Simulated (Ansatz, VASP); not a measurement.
**One calculation of AgBr, two programs**

POSCAR

```
AgBr
1.0
    0.0000000000      2.8841740000      2.8841740000
    2.8841740000      0.0000000000      2.8841740000
    2.8841740000      2.8841740000      0.0000000000
Ag Br
1 1
Direct
    0.5000000000      0.5000000000      0.5000000000
    0.0000000000      0.0000000000      0.0000000000
```

INCAR.step1

```
ALGO = Normal
EDIFF = 1E-5
ENCUT = 550
GGA = PE
GGA_COMPAT = False
ISMEAR = -1
LASPH = True
LCHARG = False
LREAL = False
LWAVE = True
NBANDS = 16
NELM = 120
PREC = Accurate
SIGMA = 0.1
```

The input INCAR.step2:

```
ALGO = Normal
EDIFF = 1E-6
ENCUT = 550
GGA_COMPAT = False
ISIF = 2
ISMEAR = -1
ISTART = 1
LASPH = True
LCHARG = False
LMIXTAU = True
LREAL = False
LWAVE = False
METAGGA = R2SCAN
NBANDS = 16
NELM = 120
PREC = Accurate
SIGMA = 0.1
```

File KPOINTS:

```
k-points
0
Gamma
  8 8 8
```

Input for Ansatz:

```yaml
crystal:
  lattice:
    - [0.0, 2.884174, 2.884174]
    - [2.884174, 0.0, 2.884174]
    - [2.884174, 2.884174, 0.0]
  atoms:
    - { symbol: Ag, position: [0.5, 0.5, 0.5] }
    - { symbol: Br, position: [0.0, 0.0, 0.0] }
  symmetry: { tolerance: 0.0003 }
kpoints:
  mp_grid: { grid: [8, 8, 8], shift: [0, 0, 0] }
  band_path:
    path:
      - [0.0, 0.0, 0.0]
      - [0.5, 0.0, 0.5]
      - [0.625, 0.25, 0.625]
      - [0.375, 0.375, 0.75]
      - [0.0, 0.0, 0.0]
      - [0.5, 0.5, 0.5]
      - [0.5, 0.25, 0.75]
      - [0.5, 0.0, 0.5]
    npoints: 8
magnetization:
  spin_polarized: false
scf:
  occupations: { method: fermi_dirac }
  lower_state_search: "off"
  max_iter: 200
hamiltonian:
  pseudopotentials: { kind: paw }
  xc: r2scan
basis:
  ecutwfc: 500
  fft_grid_basis: typed
output:
  forces: true
  stress: true
  eigenvalues: true
  bader: true
  populations: true
  elf: true
  write_potential: true
  volumetric_format: npy
  dos:
    e_range: [-12, 8]
    de: 0.05
    projected: { site_lists: { Ag: [Ag], Br: [Br] } }
checkpoint:
  read: saved_state
```

Alike in both runs: task single point; functional r2SCAN; k mesh 8 × 8 × 8; no spin polarisation.

```csv
,VASP,Ansatz
version,VASP 6.6.1,Ansatz 0.2.0
potentials or method,"VASP PAW PBE potentials, release 64 (Ag, Br), cutoff 550 eV",PAW plane waves
occupations,"fermi-dirac, width 0.1 eV",fermi-dirac
valence electrons in the cell,18,26
```

Ansatz gave:

- pressure (GPa): 0.4

Task: Estimate VASP's values.

Result: Pressure (GPa): 0.3.

VASP's potentials were made for PBE, not for r2SCAN. VASP's potentials hold 18 valence electrons a cell and Ansatz's 26, so a difference there can come from the potentials and not from the codes.
